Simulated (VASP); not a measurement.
# Al15As16 (a cell with a defect) in VASP: single point with PBE

Aim: the single point of Al15As16 (a cell with a defect) with PBE.

All numbers are computed with VASP 6.6.1; they aren't measurements. Logs are shortened: lines on timing, memory, paths and dates and some standing lists are left out, and cuts for length are marked.

## 1. The cell of the first run

The cell holds a defect, 31 atoms: a = 9.921 Å, b = 9.921 Å, c = 9.921 Å, α = 109.47°, β = 109.47°, γ = 109.47°.

## 2. Single point, PBE, collinear spin

File INCAR:

```
PREC = Accurate ; ENCUT = 400
EDIFF = 1E-6 ; ISMEAR = 0
SIGMA = 0.01 ; LREAL = Auto
LASPH = T ; NELM = 200
ALGO = Normal ; ISIF = 2
LWAVE = F ; LCHARG = F
ISPIN = 2 ; MAGMOM = 0 0 0 0 0 0 0 0 0 0 0 0 0 0 0 0.25 0 0 0 0 0 0 0 0 0 0 0 0 0.25 0.25 0.25
LORBIT = 11 ; GGA = PE
NELECT = 127.0 ; NBANDS = 88
GGA_COMPAT = F
```

File KPOINTS:

```
Automatic mesh
0
Gamma
  3 3 3
  0.5 0.5 0.5
```

File POSCAR:

```
Al15As16
1.0
    5.7279123210      5.7279123210      5.7279123210
   -5.7279123210      5.7279123210     -5.7279123210
   -5.7279123210     -5.7279123210      5.7279123210
Al As
15 16
Direct
    0.5000000000      0.4985378940     -0.0092315549
    0.7407684451      0.4985378940      0.7500000000
    0.5000000000      0.2500000000      0.2500000000
    0.7514621060      0.2422305511      0.0014621060
    0.0000000000      0.2500000000      0.7500000000
    0.5000000000     -0.0092315549      0.4985378940
    0.7514621060      0.0014621060      0.2422305511
   -0.0077694489      0.0014621060      0.0014621060
    0.2485378940     -0.0092315549      0.7500000000
    0.7407684451      0.7500000000      0.4985378940
    0.0000000000      0.7500000000      0.2500000000
    0.2485378940      0.7500000000     -0.0092315549
    0.0077694489      0.5092315549      0.5092315549
    0.2592315549      0.5092315549      0.2577694489
    0.2592315549      0.2577694489      0.5092315549
    0.7327734360     -0.0172265640     -0.0172265640
    0.7487803793      0.7500000000      0.2484691046
   -0.0015308954      0.7500000000     -0.0012196207
    0.7496887253      0.5012196207      0.5012196207
    0.0015308954      0.5003112747      0.2515308954
    0.2512196207      0.5012196207     -0.0003112747
    0.7487803793      0.2484691046      0.7500000000
    0.0015308954      0.2515308954      0.5003112747
    0.2503112747      0.2515308954      0.2515308954
    0.5000000000      0.2484691046     -0.0012196207
   -0.0015308954     -0.0012196207      0.7500000000
    0.2512196207     -0.0003112747      0.5012196207
    0.5000000000     -0.0012196207      0.2484691046
    0.2672265640      0.7500000000      0.7500000000
    0.5000000000      0.7500000000      0.5172265640
    0.5000000000      0.5172265640      0.7500000000
```

Potentials or basis: VASP PAW PBE potentials, release 64 (Al, As).

Launch:

```bash
$ cat potpaw_PBE.64/Al/POTCAR potpaw_PBE.64/As/POTCAR > POTCAR
$ mpirun -np 1 vasp_std > vasp.out
```

OUTCAR:

```text
PREC = Accurate
   ENCUT = 400
   EDIFF = 1E-6
   ISMEAR = 0
   LREAL = Auto
   LASPH = T
   NELM = 200
   ISIF = 2
   ISPIN = 2
   LORBIT = 11
   GGA = PE
   NELECT = 127.0

 ion  position               nearest neighbor table
   1  0.500  0.499  0.991-  31 2.46  21 2.51  17 2.51  25 2.51
   2  0.741  0.499  0.750-  31 2.46  18 2.51  19 2.51  22 2.51
   3  0.500  0.250  0.250-  19 2.49  24 2.49  25 2.49  28 2.49
   4  0.751  0.242  0.001-  16 2.46  22 2.51  25 2.51  20 2.51
   5  0.000  0.250  0.750-  21 2.49  22 2.49  23 2.49  26 2.49
   6  0.500  0.991  0.499-  30 2.46  22 2.51  27 2.51  28 2.51
   7  0.751  0.001  0.242-  16 2.46  17 2.51  28 2.51  23 2.51
   8  0.992  0.001  0.001-  16 2.46  18 2.51  26 2.51  24 2.51
   9  0.249  0.991  0.750-  29 2.46  25 2.51  27 2.51  26 2.51
  10  0.741  0.750  0.499-  30 2.46  26 2.51  19 2.51  17 2.51
  11  0.000  0.750  0.250-  17 2.49  18 2.49  27 2.49  20 2.49
  12  0.249  0.750  0.991-  29 2.46  28 2.51  21 2.51  18 2.51
  13  0.008  0.509  0.509-  29 2.46  23 2.51  20 2.51  19 2.51
  14  0.259  0.509  0.258-  30 2.46  24 2.51  20 2.51  21 2.51
  15  0.259  0.258  0.509-  31 2.46  24 2.51  23 2.51  27 2.51
  16  0.733  0.983  0.983-   4 2.46   7 2.46   8 2.46
  17  0.749  0.750  0.248-  11 2.49   7 2.51   1 2.51  10 2.51
  18  0.998  0.750  0.999-  11 2.49   8 2.51   2 2.51  12 2.51
  19  0.750  0.501  0.501-   3 2.49   2 2.51  10 2.51  13 2.51
  20  0.002  0.500  0.252-  11 2.49  13 2.51  14 2.51   4 2.51
  21  0.251  0.501  1.000-   5 2.49   1 2.51  12 2.51  14 2.51
  22  0.749  0.248  0.750-   5 2.49   4 2.51   6 2.51   2 2.51
  23  0.002  0.252  0.500-   5 2.49  13 2.51  15 2.51   7 2.51
  24  0.250  0.252  0.252-   3 2.49  14 2.51  15 2.51   8 2.51
  25  0.500  0.248  0.999-   3 2.49   4 2.51   9 2.51   1 2.51
  26  0.998  0.999  0.750-   5 2.49   8 2.51  10 2.51   9 2.51
  27  0.251  1.000  0.501-  11 2.49   9 2.51   6 2.51  15 2.51
  28  0.500  0.999  0.248-   3 2.49   7 2.51  12 2.51   6 2.51
  29  0.267  0.750  0.750-   9 2.46  12 2.46  13 2.46
  30  0.500  0.750  0.517-   6 2.46  10 2.46  14 2.46
  31  0.500  0.517  0.750-   1 2.46   2 2.46  15 2.46

  LATTYP: Found a body centered cubic cell.
 ALAT       =    11.4558246420

  Lattice vectors:

 A1 = (   5.7279123210,   5.7279123210,   5.7279123210)
 A2 = (  -5.7279123210,   5.7279123210,  -5.7279123210)
 A3 = (  -5.7279123210,  -5.7279123210,   5.7279123210)

Analysis of symmetry for initial positions (statically):
=====================================================================
 Subroutine PRICEL returns:
 Original cell was already a primitive cell.

 Routine SETGRP: Setting up the symmetry group for a
 body centered cubic supercell.

 Subroutine GETGRP returns: Found 24 space group operations
 (whereof  2 operations were pure point group operations)
 out of a pool of 48 trial point group operations.

The static configuration has the point symmetry C_1h.
 The point group associated with its full space group is T_d .

Analysis of symmetry for dynamics (positions and initial velocities):
=====================================================================
 Subroutine PRICEL returns:
 Original cell was already a primitive cell.

 Routine SETGRP: Setting up the symmetry group for a
 body centered cubic supercell.

 Subroutine GETGRP returns: Found 24 space group operations
 (whereof  2 operations were pure point group operations)
 out of a pool of 48 trial point group operations.

The dynamic configuration has the point symmetry C_1h.
 The point group associated with its full space group is T_d .

Analysis of structural, dynamic, and magnetic symmetry:
=====================================================================
 Subroutine PRICEL returns:
 Original cell was already a primitive cell.

 Routine SETGRP: Setting up the symmetry group for a
 body centered cubic supercell.

 Subroutine GETGRP returns: Found 24 space group operations
 (whereof  2 operations were pure point group operations)
 out of a pool of 48 trial point group operations.

The overall configuration has the point symmetry C_1h.
[... 120 lines left out ...]
   number of dos      NEDOS =    301   number of ions     NIONS =     31
   total plane-waves  NPLWV = 343000
   dimension x,y,z NGX =    70 NGY =   70 NGZ =   70
   dimension x,y,z NGXF=   140 NGYF=  140 NGZF=  140
   ions per type =              15  16
   NGX,Y,Z   is equivalent  to a cutoff of  11.73, 11.73, 11.73 a.u.
   NGXF,Y,Z  is equivalent  to a cutoff of  23.46, 23.46, 23.46 a.u.
 SYSTEM =  unknown system
   PREC   = accura    normal or accurate (medium, high low for compatibility)
   ISTART =      0    job   : 0-new  1-cont  2-samecut
   ICHARG =      2    charge: 1-file 2-atom 10-const
   ISPIN  =      2    spin polarized calculation?
   LNONCOLLINEAR =      F non collinear calculations
   LSORBIT =      F    spin-orbit coupling
   LASPH  =      T    aspherical Exc in radial PAW
   ENCUT  =  400.0 eV  29.40 Ry    5.42 a.u.  16.18 16.18 16.18*2*pi/ulx,y,z
   NELM   =    200;   NELMIN=  2; NELMDL= -5     # of ELM steps
   EDIFF  = 0.1E-05   stopping-criterion for ELM
   LREAL  =      T    real-space projection
   EDIFFG = 0.1E-04   stopping-criterion for IOM
   NSW    =      0    number of steps for IOM
   IBRION =     -1    ionic relax: 0-MD 1-quasi-New 2-CG
   NFREE  =      0    steps in history (QN), initial steepest desc. (CG)
   ISIF   =      2    stress and relaxation
   ISYM   =      2    0-nonsym 1-usesym 2-fastsym
   POTIM  = 0.5000    time-step for ionic-motion
   TEBEG  =    0.0;   TEEND  =   0.0 temperature during run
   PSTRESS=    0.0 pullay stress
   NELECT =     127.0000    total number of electrons
   NUPDOWN=      -1.0000    fix difference up-down
   EMIN   =  10.00;   EMAX   =-10.00  energy-range for DOS
   EFERMI =   0.00;   METHOD = LEGACY
   ISMEAR =     0;   SIGMA  =   0.01  broadening in eV -4-tet -1-fermi 0-gaus
   EFERMI_NEDOS =   21; number of points for ismear=-14 and -15
   IALGO  =     38    algorithm
   IMIX   =      4    mixing-type and parameters
     AMIX     =   0.40;   BMIX     =  1.00
     AMIX_MAG =   1.60;   BMIX_MAG =  1.00
  volume/ion in A,a.u.               =      24.25       163.64
  Fermi-wavevector in a.u.,A,eV,Ry     =   0.905023  1.710246 11.144083  0.819067
  Thomas-Fermi vector in A             =   2.028541
   LORBIT       =     11    0 simple, 1 ext, 2 COOP (PROOUT), +10 PAW based schemes
   GGA     = PE    functional components
   LHFCALC =     F    Hartree Fock is set to
   AEXX    =    0.0000 exact exchange contribution
   IVDW    =     0    specifies the selected vdW correction
   LEPSILON=     F    determine dielectric tensor
   LRPA    =     F    only Hartree local field effects (RPA)
 spin polarized calculation
 Gauss-broadening in eV      SIGMA  =   0.01
  energy-cutoff  :      400.00
  volume of cell :      751.71
 maximum number of plane-waves:     13798
 NGX is ok and might be reduce to    70
   NGX = 33   NGY = 33   NGZ = 33

 number of electron     126.9999989 magnetization       1.0000000

 Free energy of the ion-electron system (eV)
  ---------------------------------------------------
  ext. energy  EPLUGINS =         0.00000000
  ---------------------------------------------------
  free energy    TOTEN  =      -135.51846593 eV

  energy without entropy =     -135.51798411  energy(sigma->0) =     -135.51822502

 E-fermi :   3.6161     XC(G=0):  -8.8741

 val. band max:        3.5450595964   @ k =   0.1667   0.1667   0.1667
 cond. band min:       3.6258906484   @ k =  -0.1667   0.1667   0.1667
 fundamental gap:      0.0808310520
 Fermi energy:         3.6161114451

 spin component 1

 k-point     1 :       0.1667    0.1667    0.1667
  band No.  band energies     occupation
      1      -8.0553      1.00000
      2      -7.6449      1.00000
      3      -7.6449      1.00000
      4      -7.4792      1.00000
      5      -6.9949      1.00000
      6      -6.9949      1.00000
[... 301 lines left out ...]
     74       6.2492      0.00000
     75       6.9389      0.00000
 Fermi energy:         3.6161114451

 spin component 2

 k-point     1 :       0.1667    0.1667    0.1667
  band No.  band energies     occupation
      1      -8.0317      1.00000
      2      -7.6246      1.00000
      3      -7.6246      1.00000
      4      -7.4431      1.00000
      5      -6.9776      1.00000
      6      -6.9776      1.00000
[... 301 lines left out ...]
     74       6.2705      0.00000
     75       6.9551      0.00000
 [bands above 75 left out]

------------------------ aborting loop because EDIFF is reached ----------------------------------------

  FORCE on cell =-STRESS in cart. coord.  units (eV):
  Direction    XX          YY          ZZ          XY          YZ          ZX
  --------------------------------------------------------------------------------------
  -------------------------------------------------------------------------------------
  Total       11.9709168     11.9709168     11.9709168     -0.0000000      0.0000000      0.0000000
  in kB       25.5146091     25.5146091     25.5146091     -0.0000000      0.0000000      0.0000000
  external PRESSURE =      25.5146091 kB  Pullay stress =       0.0000000 kB

 VOLUME and BASIS-vectors are now :
 -----------------------------------------------------------------------------
  energy-cutoff  :      400.00
  volume of cell :      751.71
      direct lattice vectors                 reciprocal lattice vectors
     5.727912321  5.727912321  5.727912321     0.000000000  0.087291839  0.087291839
    -5.727912321  5.727912321 -5.727912321    -0.087291839  0.087291839  0.000000000
    -5.727912321 -5.727912321  5.727912321    -0.087291839  0.000000000  0.087291839

 POSITION                                       TOTAL-FORCE (eV/Angst)
 -----------------------------------------------------------------------------------
     -5.66666      0.04450      5.68341         0.017721     -0.017464      0.017464
     -2.90846      2.80270      5.68341         0.017464     -0.017721      0.017464
      0.00000      2.86396      2.86396         0.000000     -0.000000     -0.000000
      2.90846      5.68341      2.92521        -0.017464      0.017464      0.017721
     -5.72791     -2.86396      2.86396         0.000000     -0.000000     -0.000000
     -5.66666      5.68341      0.04450         0.017721      0.017464     -0.017464
[... 23 lines left out ...]
     -4.39461      4.19726      1.53065        -0.033235     -0.033235      0.033235
     -4.39461      1.53065      4.19726        -0.033235      0.033235     -0.033235
 -----------------------------------------------------------------------------------
    total drift:                                0.000006     -0.000007     -0.000006

  FREE ENERGIE OF THE ION-ELECTRON SYSTEM (eV)
  ---------------------------------------------------
  free  energy   TOTEN  =      -135.5184659279 eV

  energy  without entropy=     -135.5179841122  energy(sigma->0) =     -135.51822502

 total charge

# of ion       s       p       d       tot
------------------------------------------
    1        0.410   0.357   0.000   0.767
    2        0.410   0.357   0.000   0.767
    3        0.410   0.362   0.000   0.772
    4        0.410   0.357   0.000   0.767
    5        0.410   0.362   0.000   0.772
    6        0.410   0.357   0.000   0.767
[... 23 lines left out ...]
   30        1.237   1.573   0.023   2.833
   31        1.237   1.573   0.023   2.833
--------------------------------------------------
tot         25.507  31.482   0.376  57.365

 magnetization (x)

# of ion       s       p       d       tot
------------------------------------------
    1       -0.000   0.002   0.000   0.001
    2       -0.000   0.002   0.000   0.001
    3       -0.000   0.002   0.000   0.002
    4       -0.000   0.002   0.000   0.001
    5       -0.000   0.002   0.000   0.002
    6       -0.000   0.002   0.000   0.001
[... 23 lines left out ...]
   30        0.007   0.073   0.000   0.080
   31        0.007   0.073   0.000   0.080
--------------------------------------------------
tot          0.024   0.466   0.003   0.493
```

Wall time 13 min (1 thread of Intel Xeon Platinum 8259CL at 2.50GHz (Skylake/Cascade Lake), shared host); peak memory 1 GiB.

Results:

```yaml
Free_energy: -135.5185 eV
Largest_force: 0.058 eV/Å
Net_moment: 1.00 μB per cell
Site_moments: Al +0.00; As +0.08, +0.01 (each value once) μB
Valence_electrons_inside_the_program's_atomic_spheres: Al 0.77; As 2.83, 2.88 (each value once)
```

Forces on the atoms (eV/Å):
```
Al   0.018 -0.017  0.017
Al   0.017 -0.018  0.017
Al   0.000  0.000  0.000
Al  -0.017  0.017  0.018
Al   0.000  0.000  0.000
Al   0.018  0.017 -0.017
Al  -0.017  0.018  0.017
Al  -0.018  0.017  0.017
Al  -0.017 -0.018 -0.017
Al   0.017  0.017 -0.018
Al   0.000  0.000  0.000
Al  -0.017 -0.017 -0.018
Al  -0.018 -0.017 -0.017
Al   0.017  0.018 -0.017
Al   0.017 -0.017  0.018
As   0.033 -0.033 -0.033
As  -0.020 -0.020  0.012
As   0.020  0.020  0.012
As   0.012  0.020  0.020
As   0.020 -0.020 -0.012
As  -0.020 -0.012  0.020
As  -0.020  0.012 -0.020
As   0.020 -0.012 -0.020
As   0.012 -0.020 -0.020
As  -0.012  0.020 -0.020
As   0.020  0.012  0.020
As  -0.020  0.020 -0.012
As  -0.012 -0.020  0.020
As   0.033  0.033  0.033
As  -0.033 -0.033  0.033
As  -0.033  0.033 -0.033
```

Caveat: the cell carries a net charge on a neutralising background, which shifts energy and pressure; the cell is charged against a uniform background, so pressure and absolute levels hang on convention.
